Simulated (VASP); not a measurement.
# Pt (Fm-3m) in VASP: a series of runs

Runs on Pt. Level: PBE. Tasks: single point, relaxation of cell and atoms.

Program: VASP 6.6.1. These are calculated values, not measurements. Logs are shortened: lines on timing, memory, paths and dates and some standing lists are left out, and cuts for length are marked.

### Step 1. The cell of the first run

The structure is cubic, space group Fm-3m (No. 225). Conventional cell: a = 3.967 Å, b = 3.967 Å, c = 3.967 Å, α = 90.00°, β = 90.00°, γ = 90.00°. Pt (site symmetry m-3m) has 12 Pt at 2.80 Å within 3.7 Å.

### Step 2. Single point, PBE

Input file INCAR:

```
ALGO = Normal ; EDIFF = 1E-6
ENCUT = 500 ; GGA = PE
GGA_COMPAT = False ; ISIF = 2
ISMEAR = 0 ; LASPH = True
LCHARG = True ; LELF = True
LREAL = False ; LVHAR = True
LWAVE = False ; NBANDS = 11
NELM = 120 ; PREC = Accurate
SIGMA = 0.1
```

Input file KPOINTS:

```
k-points
0
Gamma
  8 8 8
```

Input file POSCAR:

```
Pt
1.0
    0.0000000000      1.9833628013      1.9833628013
    1.9833628013      0.0000000000      1.9833628013
    1.9833628013      1.9833628013      0.0000000000
Pt
1
Direct
    0.0000000000      0.0000000000      0.0000000000
```

Potentials or basis: VASP PAW PBE potentials, release 64 (Pt).

Started as:

```sh
> cat potpaw_PBE.64/Pt/POTCAR > POTCAR
> mpirun -np 1 vasp_std > vasp.out
```

OUTCAR:

```text
EDIFF = 1E-6
   ENCUT = 500
   GGA = PE
   ISIF = 2
   ISMEAR = 0
   LASPH = True
   LREAL = False
   NELM = 120
   PREC = Accurate

 ion  position               nearest neighbor table
   1  0.000  0.000  0.000-

  LATTYP: Found a face centered cubic cell.
 ALAT       =     3.9667256026

  Lattice vectors:

 A1 = (   0.0000000000,   1.9833628013,   1.9833628013)
 A2 = (   1.9833628013,   0.0000000000,   1.9833628013)
 A3 = (   1.9833628013,   1.9833628013,   0.0000000000)

Analysis of symmetry for initial positions (statically):
=====================================================================
 Subroutine PRICEL returns:
 Original cell was already a primitive cell.

 Routine SETGRP: Setting up the symmetry group for a
 face centered cubic supercell.

 Subroutine GETGRP returns: Found 48 space group operations
 (whereof 48 operations were pure point group operations)
 out of a pool of 48 trial point group operations.

The static configuration has the point symmetry O_h .

Analysis of symmetry for dynamics (positions and initial velocities):
=====================================================================
 Subroutine PRICEL returns:
 Original cell was already a primitive cell.

 Routine SETGRP: Setting up the symmetry group for a
 face centered cubic supercell.

 Subroutine GETGRP returns: Found 48 space group operations
 (whereof 48 operations were pure point group operations)
 out of a pool of 48 trial point group operations.

The dynamic configuration has the point symmetry O_h .

 Subroutine INISYM returns: Found 48 space group operations
 (whereof 48 operations are pure point group operations),
 and found     1 'primitive' translations

----------------------------------------------------------------------------------------

                                     Primitive cell

  volume of cell :      15.6040

  direct lattice vectors                    reciprocal lattice vectors
     0.000000000  1.983362801  1.983362801    -0.252097095  0.252097095  0.252097095
     1.983362801  0.000000000  1.983362801     0.252097095 -0.252097095  0.252097095
     1.983362801  1.983362801  0.000000000     0.252097095  0.252097095 -0.252097095

  length of vectors
     2.804898573  2.804898573  2.804898573     0.436644977  0.436644977  0.436644977

  position of ions in fractional coordinates (direct lattice)
     0.000000000  0.000000000  0.000000000

  ion indices of the primitive-cell ions
   primitive index   ion index
                 1           1

----------------------------------------------------------------------------------------

 KPOINTS: k-points

Automatic generation of k-mesh.
 Grid dimensions read from file:
 generate k-points for:    8    8    8

 Generating k-lattice:

  Cartesian coordinates                     Fractional coordinates (reciprocal lattice)
    -0.031512137  0.031512137  0.031512137     0.125000000  0.000000000  0.000000000
     0.031512137 -0.031512137  0.031512137     0.000000000  0.125000000  0.000000000
     0.031512137  0.031512137 -0.031512137     0.000000000  0.000000000  0.125000000

  Length of vectors
     0.054580622  0.054580622  0.054580622

  Shift w.r.t. Gamma in fractional coordinates (k-lattice)
     0.000000000  0.000000000  0.000000000

 Subroutine IBZKPT returns following result:
 ===========================================

 Found     29 irreducible k-points:

 Following reciprocal coordinates:
            Coordinates               Weight
  0.000000  0.000000  0.000000      1.000000
  0.125000  0.000000  0.000000      8.000000
  0.250000  0.000000  0.000000      8.000000
  0.375000  0.000000  0.000000      8.000000
  0.500000  0.000000  0.000000      4.000000
  0.125000  0.125000  0.000000      6.000000
[... 16 lines left out ...]
  0.500000  0.250000  0.125000     48.000000
 -0.375000  0.250000  0.125000     24.000000
 [... further k-points ...]
   k-points           NKPTS =     29   k-points in BZ     NKDIM =     29   number of bands    NBANDS=     11
   number of dos      NEDOS =    301   number of ions     NIONS =      1
   total plane-waves  NPLWV =   8000
   dimension x,y,z NGX =    20 NGY =   20 NGZ =   20
   dimension x,y,z NGXF=    40 NGYF=   40 NGZF=   40
   ions per type =               1
   NGX,Y,Z   is equivalent  to a cutoff of  11.85, 11.85, 11.85 a.u.
   NGXF,Y,Z  is equivalent  to a cutoff of  23.71, 23.71, 23.71 a.u.
 SYSTEM =  unknown system
   PREC   = accura    normal or accurate (medium, high low for compatibility)
   ISTART =      0    job   : 0-new  1-cont  2-samecut
   ICHARG =      2    charge: 1-file 2-atom 10-const
   ISPIN  =      1    spin polarized calculation?
   LNONCOLLINEAR =      F non collinear calculations
   LSORBIT =      F    spin-orbit coupling
   LASPH  =      T    aspherical Exc in radial PAW
   ENCUT  =  500.0 eV  36.75 Ry    6.06 a.u.   5.11  5.11  5.11*2*pi/ulx,y,z
   NELM   =    120;   NELMIN=  2; NELMDL= -5     # of ELM steps
   EDIFF  = 0.1E-05   stopping-criterion for ELM
   LREAL  =      F    real-space projection
   EDIFFG = 0.1E-04   stopping-criterion for IOM
   NSW    =      0    number of steps for IOM
   IBRION =     -1    ionic relax: 0-MD 1-quasi-New 2-CG
   NFREE  =      0    steps in history (QN), initial steepest desc. (CG)
   ISIF   =      2    stress and relaxation
   ISYM   =      2    0-nonsym 1-usesym 2-fastsym
   POTIM  = 0.5000    time-step for ionic-motion
   TEBEG  =    0.0;   TEEND  =   0.0 temperature during run
   PSTRESS=    0.0 pullay stress
   NELECT =      10.0000    total number of electrons
   NUPDOWN=      -1.0000    fix difference up-down
   EMIN   =  10.00;   EMAX   =-10.00  energy-range for DOS
   EFERMI =   0.00;   METHOD = LEGACY
   ISMEAR =     0;   SIGMA  =   0.10  broadening in eV -4-tet -1-fermi 0-gaus
   EFERMI_NEDOS =   21; number of points for ismear=-14 and -15
   IALGO  =     38    algorithm
   IMIX   =      4    mixing-type and parameters
     AMIX     =   0.40;   BMIX     =  1.00
     AMIX_MAG =   1.60;   BMIX_MAG =  1.00
  volume/ion in A,a.u.               =      15.60       105.30
  Fermi-wavevector in a.u.,A,eV,Ry     =   1.411441  2.667236 27.105052  1.992165
  Thomas-Fermi vector in A             =   2.533292
   LORBIT       =      0    0 simple, 1 ext, 2 COOP (PROOUT), +10 PAW based schemes
   GGA     = PE    functional components
   LHFCALC =     F    Hartree Fock is set to
   AEXX    =    0.0000 exact exchange contribution
   IVDW    =     0    specifies the selected vdW correction
   LEPSILON=     F    determine dielectric tensor
   LRPA    =     F    only Hartree local field effects (RPA)
 non-spin polarized calculation
 Gauss-broadening in eV      SIGMA  =   0.10
  energy-cutoff  :      500.00
  volume of cell :       15.60
 maximum number of plane-waves:       415
   NGX = 11   NGY = 11   NGZ = 11

 number of electron      10.0000002 magnetization

 Free energy of the ion-electron system (eV)
  ---------------------------------------------------
  ext. energy  EPLUGINS =         0.00000000
  ---------------------------------------------------
  free energy    TOTEN  =        -6.08656405 eV

  energy without entropy =       -6.07704341  energy(sigma->0) =       -6.08180373

 E-fermi :  10.5475     XC(G=0): -13.2940

 val. band max:       10.4166072256   @ k =  -0.3750   0.3750   0.0000
 cond. band min:      10.5555438024   @ k =  -0.2500   0.1250   0.0000
 fundamental gap:      0.1389365768
 Fermi energy:        10.5475033123

 k-point     1 :       0.0000    0.0000    0.0000
  band No.  band energies     occupation
      1       0.7828      2.00000
      2       7.0067      2.00000
      3       7.0067      2.00000
      4       7.0067      2.00000
      5       9.0373      2.00000
      6       9.0373      2.00000
      7      25.3552      0.00000
      8      30.1262      0.00000
      9      30.1262      0.00000
     10      30.1262      0.00000
     11      35.3560      0.00000

 k-point     2 :       0.1250    0.0000    0.0000
  band No.  band energies     occupation
      1       1.3739      2.00000
      2       6.7807      2.00000
      3       7.2148      2.00000
      4       7.2148      2.00000
      5       8.9450      2.00000
      6       8.9450      2.00000
      7      26.1848      0.00000
      8      27.6690      0.00000
      9      31.0082      0.00000
     10      31.0082      0.00000
     11      36.3998      0.00000

 k-point     3 :       0.2500    0.0000    0.0000
  band No.  band energies     occupation
      1       2.7742      2.00000
      2       6.6850      2.00000
      3       7.3616      2.00000
      4       7.3616      2.00000
      5       9.2109      2.00000
      6       9.2109      2.00000
      7      23.7244      0.00000
      8      26.9412      0.00000
      9      32.8784      0.00000
     10      32.8784      0.00000
     11      33.8566      0.00000

 k-point     4 :       0.3750    0.0000    0.0000
  band No.  band energies     occupation
      1       3.5755      2.00000
      2       7.0983      2.00000
      3       7.0983      2.00000
      4       8.2873      2.00000
      5      10.1126      2.00000
      6      10.1126      2.00000
      7      19.1383      0.00000
      8      25.5643      0.00000
      9      30.7022      0.00000
     10      30.7022      0.00000
     11      36.6877      0.00000
[... 239 lines left out ...]
 k-point    22 :       0.3750    0.2500    0.1250
  band No.  band energies     occupation
      1       4.0187      2.00000
      2       5.7643      2.00000
      3       7.0004      2.00000
      4       8.5796      2.00000
      5       8.6630      2.00000
      6      10.6027      0.43489
      7      23.8940      0.00000
      8      26.0095      0.00000
      9      28.3771      0.00000
     10      30.7008      0.00000
     11      34.3370      0.00000

 k-point    23 :       0.5000    0.2500    0.1250
  band No.  band energies     occupation
      1       4.8328      2.00000
      2       6.2429      2.00000
      3       6.5081      2.00000
      4       8.3040      2.00000
      5       9.8889      2.00000
      6      12.4457      0.00000
      7      19.6583      0.00000
      8      24.7094      0.00000
      9      26.6487      0.00000
     10      30.8112      0.00000
     11      34.6364      0.00000

 k-point    24 :      -0.3750    0.2500    0.1250
  band No.  band energies     occupation
      1       4.8593      2.00000
      2       6.0482      2.00000
      3       7.3448      2.00000
      4       8.0539      2.00000
      5      10.3996      1.96350
      6      14.9430      0.00000
      7      15.9123      0.00000
      8      25.0154      0.00000
      9      25.5051      0.00000
     10      29.5914      0.00000
     11      36.4358      0.00000

 [... further k-points ...]

------------------------ aborting loop because EDIFF is reached ----------------------------------------

  FORCE on cell =-STRESS in cart. coord.  units (eV):
  Direction    XX          YY          ZZ          XY          YZ          ZX
  --------------------------------------------------------------------------------------
  -------------------------------------------------------------------------------------
  Total       -0.0499570     -0.0499570     -0.0499570      0.0000000      0.0000000      0.0000000
  in kB       -5.1294497     -5.1294497     -5.1294497      0.0000000      0.0000000      0.0000000
  external PRESSURE =      -5.1294497 kB  Pullay stress =       0.0000000 kB

 VOLUME and BASIS-vectors are now :
 -----------------------------------------------------------------------------
  energy-cutoff  :      500.00
  volume of cell :       15.60
      direct lattice vectors                 reciprocal lattice vectors
     0.000000000  1.983362801  1.983362801    -0.252097095  0.252097095  0.252097095
     1.983362801  0.000000000  1.983362801     0.252097095 -0.252097095  0.252097095
     1.983362801  1.983362801  0.000000000     0.252097095  0.252097095 -0.252097095

 POSITION                                       TOTAL-FORCE (eV/Angst)
 -----------------------------------------------------------------------------------
      0.00000      0.00000      0.00000         0.000000      0.000000     -0.000000
 -----------------------------------------------------------------------------------
    total drift:                                0.000000      0.000000      0.000000

  FREE ENERGIE OF THE ION-ELECTRON SYSTEM (eV)
  ---------------------------------------------------
  free  energy   TOTEN  =        -6.0865640503 eV

  energy  without entropy=       -6.0770434055  energy(sigma->0) =       -6.08180373
```

Run time: 6 s. Hardware: 1 thread of Intel Xeon 8259CL, shared host; peak memory 0.13 GiB.

Results:

```yaml
Free_energy: -6.0866 eV
Pressure: -0.5 GPa
Band_gap_on_the_k_mesh: zero (bands 5 and 6 overlap by 2.10 eV)
```

Levels at points of the mesh, in eV from the Fermi level:
| k point | band 3 | band 4 | band 5 | band 6 | band 7 | band 8 |
| --- | --- | --- | --- | --- | --- | --- |
| (0.00, 0.00, 0.00) | -3.54 | -3.54 | -1.51 | -1.51 | 14.81 | 19.58 |
| (0.50, 0.00, 0.00) | -3.60 | -0.26 | 0.07 | 0.07 | 5.63 | 14.36 |
| (0.50, 0.50, 0.00) | 0.03 | 0.49 | 0.49 | 1.92 | 8.57 | 11.36 |

Caveat: spin-orbit coupling is left out, which moves the levels of the heavy elements.

### Step 3. Single point, PBE

This run uses another cell than the first one, of 17.97 Å³/atom.

Input file INCAR:

```
ALGO = Normal
EDIFF = 1E-6
ENCUT = 500
GGA = PE
GGA_COMPAT = False
ISIF = 2
ISMEAR = 0
LASPH = True
LCHARG = False
LREAL = False
LWAVE = False
NBANDS = 11
NELM = 120
PREC = Accurate
SIGMA = 0.1
```

KPOINTS is that of step 2.

Input file POSCAR:

```
Pt
1.0
    0.0000000000      2.0789480793      2.0789480793
    2.0789480793      0.0000000000      2.0789480793
    2.0789480793      2.0789480793      0.0000000000
Pt
1
Direct
    0.0000000000      0.0000000000      0.0000000000
```

Potentials or basis: VASP PAW PBE potentials, release 64 (Pt).

Started as:

```sh
> cat potpaw_PBE.64/Pt/POTCAR > POTCAR
> mpirun -np 1 vasp_std > vasp.out
```

Run time: 4.9 s. Hardware: 1 thread of Intel Xeon 8259CL, shared host; peak memory 0.14 GiB.

The run converged. Its results:

* Free energy: -5.8796 eV
* Pressure: -23.8 GPa
* Band gap on the k mesh: zero (bands 5 and 6 overlap by 1.63 eV)

Levels at points of the mesh, in eV from the Fermi level:
| k point | band 1 | band 2 | band 3 | band 4 | band 5 | band 6 | band 7 | band 8 | band 9 | band 10 |
| --- | --- | --- | --- | --- | --- | --- | --- | --- | --- | --- |
| (0.00, 0.00, 0.00) | -8.33 | -2.80 | -2.80 | -2.80 | -1.20 | -1.20 | 15.01 | 19.00 | 19.00 | 19.00 |
| (0.50, 0.00, 0.00) | -5.63 | -2.84 | -2.84 | 0.04 | 0.04 | 0.28 | 4.67 | 14.53 | 17.75 | 17.75 |
| (0.50, 0.50, 0.00) | -5.31 | -4.95 | 0.01 | 0.37 | 0.37 | 2.18 | 7.19 | 10.87 | 10.87 | 18.13 |

Caveat: the cell stands under tension; spin-orbit coupling is left out, which moves the levels of the heavy elements.

(Part 1 of 2 ends here.)

The gap in the log of VASP goes by the Fermi energy; the results here count the filled bands.